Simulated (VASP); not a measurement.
# IO (rock salt type) (Fm-3m) in VASP: notebook

The runs below take IO (rock salt type) through single point, with PBE.

Everything below comes from runs of VASP 6.6.1. Logs are shortened: lines on timing, memory, paths and dates and some standing lists are left out, and cuts for length are marked.

## Step 1: The cell of the first run

Symmetry: Fm-3m, No. 225, cubic system. The conventional cell has a = 5.228 Å, b = 5.228 Å, c = 5.228 Å, α = 90.00°, β = 90.00°, γ = 90.00°. Within 3.4 Å of I (site symmetry m-3m) lie 6 O at 2.61 Å. O (site symmetry m-3m) has 6 I at 2.61 Å within 3.4 Å.

## Step 2: Single point, PBE

File INCAR:

```
PREC     = Accurate       # precision mode
ENCUT    = 520            # plane-wave cutoff, eV
EDIFF    = 1E-7           # SCF threshold, eV
ISMEAR   = -1             # smearing method
SIGMA    = 0.06122561905347299 # smearing width, eV
LREAL    = F              # projectors in reciprocal space
LASPH    = T              # aspherical terms in the spheres
NELM     = 60             # most SCF steps
ALGO     = Normal         # electronic algorithm
ISIF     = 2              # what is computed and relaxed
LWAVE    = F              # write WAVECAR
LCHARG   = T              # write CHGCAR
GGA      = PE             # functional
LELF     = T              # ELF
LVHAR    = T            
NBANDS   = 14             # bands
```

File KPOINTS:

```
Automatic mesh
0
Gamma
  35 35 35
```

File POSCAR:

```
IO
1.0
    0.0000000000      2.6141463851      2.6141463851
    2.6141463851      0.0000000000      2.6141463851
    2.6141463851      2.6141463851      0.0000000000
I O
1 1
Direct
    0.0000000000      0.0000000000      0.0000000000
    0.5000000000      0.5000000000      0.5000000000
```

Potentials or basis: VASP PAW PBE potentials, release 64 (I, O).

On the command line:

```
$ cat potpaw_PBE.64/I/POTCAR potpaw_PBE.64/O/POTCAR > POTCAR
$ mpirun -np 1 vasp_std > vasp.out
```

OUTCAR:

```text
PREC = Accurate
   ENCUT = 520
   EDIFF = 1E-7
   ISMEAR = -1
   LREAL = F
   LASPH = T
   NELM = 60
   ISIF = 2
   GGA = PE

 ion  position               nearest neighbor table
   1  0.000  0.000  0.000-   2 2.61   2 2.61   2 2.61   2 2.61   2 2.61   2 2.61
   2  0.500  0.500  0.500-   1 2.61   1 2.61   1 2.61   1 2.61   1 2.61   1 2.61

  LATTYP: Found a face centered cubic cell.
 ALAT       =     5.2282927702

  Lattice vectors:

 A1 = (   0.0000000000,   2.6141463851,   2.6141463851)
 A2 = (   2.6141463851,   0.0000000000,   2.6141463851)
 A3 = (   2.6141463851,   2.6141463851,   0.0000000000)

Analysis of symmetry for initial positions (statically):
=====================================================================
 Subroutine PRICEL returns:
 Original cell was already a primitive cell.

 Routine SETGRP: Setting up the symmetry group for a
 face centered cubic supercell.

 Subroutine GETGRP returns: Found 48 space group operations
 (whereof 48 operations were pure point group operations)
 out of a pool of 48 trial point group operations.

The static configuration has the point symmetry O_h .

Analysis of symmetry for dynamics (positions and initial velocities):
=====================================================================
 Subroutine PRICEL returns:
 Original cell was already a primitive cell.

 Routine SETGRP: Setting up the symmetry group for a
 face centered cubic supercell.

 Subroutine GETGRP returns: Found 48 space group operations
 (whereof 48 operations were pure point group operations)
 out of a pool of 48 trial point group operations.

The dynamic configuration has the point symmetry O_h .

 Subroutine INISYM returns: Found 48 space group operations
 (whereof 48 operations are pure point group operations),
 and found     1 'primitive' translations

----------------------------------------------------------------------------------------

                                     Primitive cell

  volume of cell :      35.7289

  direct lattice vectors                    reciprocal lattice vectors
     0.000000000  2.614146385  2.614146385    -0.191267024  0.191267024  0.191267024
     2.614146385  0.000000000  2.614146385     0.191267024 -0.191267024  0.191267024
     2.614146385  2.614146385  0.000000000     0.191267024  0.191267024 -0.191267024

  length of vectors
     3.696961272  3.696961272  3.696961272     0.331284204  0.331284204  0.331284204

  position of ions in fractional coordinates (direct lattice)
     0.000000000  0.000000000  0.000000000
     0.500000000  0.500000000  0.500000000

  ion indices of the primitive-cell ions
   primitive index   ion index
                 1           1
                 2           2

----------------------------------------------------------------------------------------

 KPOINTS: Automatic mesh

Automatic generation of k-mesh.
 Grid dimensions read from file:
 generate k-points for:   35   35   35

 Generating k-lattice:

  Cartesian coordinates                     Fractional coordinates (reciprocal lattice)
    -0.005464772  0.005464772  0.005464772     0.028571429  0.000000000  0.000000000
     0.005464772 -0.005464772  0.005464772     0.000000000  0.028571429  0.000000000
     0.005464772  0.005464772 -0.005464772     0.000000000  0.000000000  0.028571429

  Length of vectors
     0.009465263  0.009465263  0.009465263

  Shift w.r.t. Gamma in fractional coordinates (k-lattice)
     0.000000000  0.000000000  0.000000000

 Subroutine IBZKPT returns following result:
 ===========================================

 Found   1140 irreducible k-points:

 Following reciprocal coordinates:
            Coordinates               Weight
  0.000000  0.000000  0.000000      1.000000
  0.028571  0.000000  0.000000      8.000000
  0.057143  0.000000  0.000000      8.000000
  0.085714  0.000000  0.000000      8.000000
  0.114286  0.000000  0.000000      8.000000
  0.142857  0.000000  0.000000      8.000000
[... 16 lines left out ...]
  0.142857  0.028571  0.000000     24.000000
  0.171429  0.028571  0.000000     24.000000
 [... further k-points ...]
   k-points           NKPTS =   1140   k-points in BZ     NKDIM =   1140   number of bands    NBANDS=     14
   number of dos      NEDOS =    301   number of ions     NIONS =      2
   total plane-waves  NPLWV =  21952
   dimension x,y,z NGX =    28 NGY =   28 NGZ =   28
   dimension x,y,z NGXF=    56 NGYF=   56 NGZF=   56
   ions per type =               1   1
   NGX,Y,Z   is equivalent  to a cutoff of  12.59, 12.59, 12.59 a.u.
   NGXF,Y,Z  is equivalent  to a cutoff of  25.18, 25.18, 25.18 a.u.
 SYSTEM =  unknown system
   PREC   = accura    normal or accurate (medium, high low for compatibility)
   ISTART =      0    job   : 0-new  1-cont  2-samecut
   ICHARG =      2    charge: 1-file 2-atom 10-const
   ISPIN  =      1    spin polarized calculation?
   LNONCOLLINEAR =      F non collinear calculations
   LSORBIT =      F    spin-orbit coupling
   LASPH  =      T    aspherical Exc in radial PAW
   ENCUT  =  520.0 eV  38.22 Ry    6.18 a.u.   6.87  6.87  6.87*2*pi/ulx,y,z
   NELM   =     60;   NELMIN=  2; NELMDL= -5     # of ELM steps
   EDIFF  = 0.1E-06   stopping-criterion for ELM
   LREAL  =      F    real-space projection
   EDIFFG = 0.1E-05   stopping-criterion for IOM
   NSW    =      0    number of steps for IOM
   IBRION =     -1    ionic relax: 0-MD 1-quasi-New 2-CG
   NFREE  =      0    steps in history (QN), initial steepest desc. (CG)
   ISIF   =      2    stress and relaxation
   ISYM   =      2    0-nonsym 1-usesym 2-fastsym
   POTIM  = 0.5000    time-step for ionic-motion
   TEBEG  =    0.0;   TEEND  =   0.0 temperature during run
   PSTRESS=    0.0 pullay stress
   NELECT =      13.0000    total number of electrons
   NUPDOWN=      -1.0000    fix difference up-down
   EMIN   =  10.00;   EMAX   =-10.00  energy-range for DOS
   EFERMI =   0.00;   METHOD = LEGACY
   ISMEAR =    -1;   SIGMA  =   0.06  broadening in eV -4-tet -1-fermi 0-gaus
   EFERMI_NEDOS =   21; number of points for ismear=-14 and -15
   IALGO  =     38    algorithm
   IMIX   =      4    mixing-type and parameters
     AMIX     =   0.40;   BMIX     =  1.00
     AMIX_MAG =   1.60;   BMIX_MAG =  1.00
  volume/ion in A,a.u.               =      17.86       120.56
  Fermi-wavevector in a.u.,A,eV,Ry     =   1.168735  2.208589 18.584762  1.365941
  Thomas-Fermi vector in A             =   2.305218
   LORBIT       =      0    0 simple, 1 ext, 2 COOP (PROOUT), +10 PAW based schemes
   GGA     = PE    functional components
   LHFCALC =     F    Hartree Fock is set to
   AEXX    =    0.0000 exact exchange contribution
   IVDW    =     0    specifies the selected vdW correction
   LEPSILON=     F    determine dielectric tensor
   LRPA    =     F    only Hartree local field effects (RPA)
 non-spin polarized calculation
  energy-cutoff  :      520.00
  volume of cell :       35.73
 maximum number of plane-waves:       982
   NGX = 13   NGY = 13   NGZ = 13

 number of electron      13.0000001 magnetization

 Free energy of the ion-electron system (eV)
  ---------------------------------------------------
  ext. energy  EPLUGINS =         0.00000000
  ---------------------------------------------------
  free energy    TOTEN  =        -4.82517091 eV

  energy without entropy =       -4.80417213  energy(sigma->0) =       -4.81467152

 E-fermi :   7.1001     XC(G=0): -10.4959

 val. band max:        7.0999580564   @ k =  -0.4571   0.4000   0.0857
 cond. band min:       7.1007773886   @ k =  -0.4000   0.4000   0.0286
 fundamental gap:      0.0008193322
 Fermi energy:         7.1001329752

 k-point     1 :       0.0000    0.0000    0.0000
  band No.  band energies     occupation
      1     -11.9867      2.00000
      2      -5.4630      2.00000
      3       3.1763      2.00000
      4       3.1763      2.00000
      5       3.1763      2.00000
      6       8.0622      0.00000
      7       8.0622      0.00000
      8       8.0622      0.00000
      9      14.9587      0.00000
     10      14.9587      0.00000
     11      14.9587      0.00000
     12      16.3896      0.00000
     13      17.5841      0.00000
     14      18.2620      0.00000

 k-point     2 :       0.0286    0.0000    0.0000
  band No.  band energies     occupation
      1     -11.9806      2.00000
      2      -5.4705      2.00000
      3       3.1777      2.00000
      4       3.1784      2.00000
      5       3.1784      2.00000
      6       8.0180      0.00000
      7       8.0421      0.00000
      8       8.0421      0.00000
      9      14.9147      0.00000
     10      14.9793      0.00000
     11      14.9793      0.00000
     12      16.4366      0.00000
     13      17.6880      0.00000
     14      18.2868      0.00000

 k-point     3 :       0.0571    0.0000    0.0000
  band No.  band energies     occupation
      1     -11.9625      2.00000
      2      -5.4930      2.00000
      3       3.1820      2.00000
      4       3.1848      2.00000
      5       3.1848      2.00000
      6       7.8904      0.00000
      7       7.9830      0.00000
      8       7.9830      0.00000
      9      14.7991      0.00000
     10      15.0404      0.00000
     11      15.0404      0.00000
     12      16.5780      0.00000
     13      17.9772      0.00000
     14      18.3601      0.00000
[... 324 lines left out ...]
 k-point    23 :       0.1429    0.0286    0.0000
  band No.  band energies     occupation
      1     -11.8535      2.00000
      2      -5.6263      2.00000
      3       3.1360      2.00000
      4       3.1512      2.00000
      5       3.3660      2.00000
      6       7.1325      0.74140
      7       7.6522      0.00024
      8       7.7490      0.00005
      9      14.3321      0.00000
     10      15.3388      0.00000
     11      15.5096      0.00000
     12      17.3573      0.00000
     13      18.7131      0.00000
     14      18.8740      0.00000

 k-point    24 :       0.1714    0.0286    0.0000
  band No.  band energies     occupation
      1     -11.7958      2.00000
      2      -5.6966      2.00000
      3       3.1345      2.00000
      4       3.1619      2.00000
      5       3.4115      2.00000
      6       6.8379      1.97278
      7       7.4743      0.00442
      8       7.6000      0.00057
      9      14.2124      0.00000
     10      15.4968      0.00000
     11      15.7101      0.00000
     12      17.7256      0.00000
     13      18.9294      0.00000
     14      19.0998      0.00000

 [... further k-points ...]
[... 5 lines left out ...]
  --------------------------------------------------------------------------------------
  -------------------------------------------------------------------------------------
  Total        1.1569066      1.1569066      1.1569066      0.0000000      0.0000000     -0.0000000
  in kB       51.8787094     51.8787094     51.8787094      0.0000000      0.0000000     -0.0000000
  external PRESSURE =      51.8787094 kB  Pullay stress =       0.0000000 kB

 VOLUME and BASIS-vectors are now :
 -----------------------------------------------------------------------------
  energy-cutoff  :      520.00
  volume of cell :       35.73
      direct lattice vectors                 reciprocal lattice vectors
     0.000000000  2.614146385  2.614146385    -0.191267024  0.191267024  0.191267024
     2.614146385  0.000000000  2.614146385     0.191267024 -0.191267024  0.191267024
     2.614146385  2.614146385  0.000000000     0.191267024  0.191267024 -0.191267024

 POSITION                                       TOTAL-FORCE (eV/Angst)
 -----------------------------------------------------------------------------------
      0.00000      0.00000      0.00000         0.000000     -0.000000     -0.000000
      2.61415      2.61415      2.61415        -0.000000      0.000000      0.000000
 -----------------------------------------------------------------------------------
    total drift:                                0.000000      0.000000      0.000000

  FREE ENERGIE OF THE ION-ELECTRON SYSTEM (eV)
  ---------------------------------------------------
  free  energy   TOTEN  =        -4.8251709084 eV

  energy  without entropy=       -4.8041721281  energy(sigma->0) =       -4.81467152
```

It took 6.9 min on 1 thread of Intel Xeon Platinum 8488C (Sapphire Rapids), shared host; peak memory 0.61 GiB.

Results:

```yaml
Free_energy: -4.8252 eV
Pressure: 5.2 GPa
```

Caveat: spin-orbit coupling is left out, which moves the levels of the heavy elements; an odd number of electrons without spin polarisation forces a metal; a magnetic or distorted state may lie lower.

## Step 3: Single point, PBE

This run uses another cell than the first one, of 18.24 Å³/atom, 1.021 times its volume.

File INCAR:

```
SYSTEM = IO
PREC = Accurate
ENCUT = 520
EDIFF = 1E-6
ISMEAR = -1
SIGMA = 0.06122561905347299
LREAL = .False.
LASPH = .True.
NELM = 80
ALGO = Normal
ISIF = 2
LWAVE = .False.
LCHARG = .False.
GGA = PE
NBANDS = 14
```

File KPOINTS:

```
Automatic mesh
0
Gamma
  35 35 35
  0 0 0
```

File POSCAR:

```
IO
1.0
    0.0000000000      2.6325564733      2.6325564733
    2.6325564733      0.0000000000      2.6325564733
    2.6325564733      2.6325564733      0.0000000000
I O
1 1
Direct
    0.0000000000      0.0000000000      0.0000000000
    0.5000000000      0.5000000000      0.5000000000
```

Potentials or basis: VASP PAW PBE potentials, release 64 (I, O).

On the command line:

```
$ cat potpaw_PBE.64/I/POTCAR potpaw_PBE.64/O/POTCAR > POTCAR
$ mpirun -np 1 vasp_std > vasp.out
```

Run time: 10 min. Hardware: 1 thread of Oxide Virtual Turin-like, shared host; peak memory 0.59 GiB.

It converged, with:

* Free energy: -4.8454 eV
* Pressure: 3.2 GPa

Levels at points of the mesh, in eV from the Fermi level:
```
           k point  band 4  band 5  band 6  band 7  band 8  band 9
(0.00, 0.00, 0.00)   -3.80   -3.80    0.92    0.92    0.92    7.92
```

Caveat: spin-orbit coupling is left out, which moves the levels of the heavy elements; an odd number of electrons without spin polarisation forces a metal; a magnetic or distorted state may lie lower.

## Step 4: Single point, PBE

This run uses another cell than the first one, of 18.62 Å³/atom, 1.043 times its volume.

File INCAR:

```
  ALGO = Normal
  EDIFF = 1E-6
  ENCUT = 520
  GGA = PE
  ISIF = 2
  ISMEAR = -1
  LASPH = True
  LCHARG = False
  LREAL = False
  LWAVE = False
  NBANDS = 14
  NELM = 100
  PREC = Accurate
  SIGMA = 0.06122561905347299
```

File KPOINTS:

```
k-points
0
Gamma
  35 35 35
```

File POSCAR:

```
IO
1.0
    0.0000000000      2.6507126089      2.6507126089
    2.6507126089      0.0000000000      2.6507126089
    2.6507126089      2.6507126089      0.0000000000
I O
1 1
Direct
    0.0000000000      0.0000000000      0.0000000000
    0.5000000000      0.5000000000      0.5000000000
```

On the command line:

```
$ cat potpaw_PBE.64/I/POTCAR potpaw_PBE.64/O/POTCAR > POTCAR
$ mpirun -np 1 vasp_std > vasp.out
```

Run time: 11 min. Hardware: 1 thread of Oxide Virtual Turin-like, shared host; peak memory 0.59 GiB.

The run converged. Its results:

- Free energy: -4.8566 eV
- Pressure: 1.4 GPa

Levels at points of the mesh, in eV from the Fermi level:
```
           k point  band 2  band 3  band 4  band 5  band 6  band 7  band 8  band 9  band 10  band 11
(0.00, 0.00, 0.00)  -12.52   -3.68   -3.68   -3.68    0.88    0.88    0.88    7.98     7.98     7.98
```

Caveat: spin-orbit coupling is left out, which moves the levels of the heavy elements; an odd number of electrons without spin polarisation forces a metal; a magnetic or distorted state may lie lower.

## Step 5: Summary

```csv
cell,gap on the mesh (eV),pressure (GPa)
"a = 3.697 Å, angles 60.0°, 2 atoms",none,5.2
"a = 3.723 Å, angles 60.0°, 2 atoms",none,3.2
"a = 3.749 Å, angles 60.0°, 2 atoms",none,1.4
```

Alike in all rows: task single point; level PBE; potentials or basis VASP PAW PBE potentials, release 64 (I, O); no spin polarisation; k mesh 35 × 35 × 35; cutoff (eV) 520; smearing fermi-dirac 0.0612256 eV.

Caveats: spin-orbit coupling is left out, which moves the levels of the heavy elements; an odd number of electrons without spin polarisation forces a metal; a magnetic or distorted state may lie lower.

Total energies depend on the potentials used, so only differences within one code and one set of settings carry meaning.
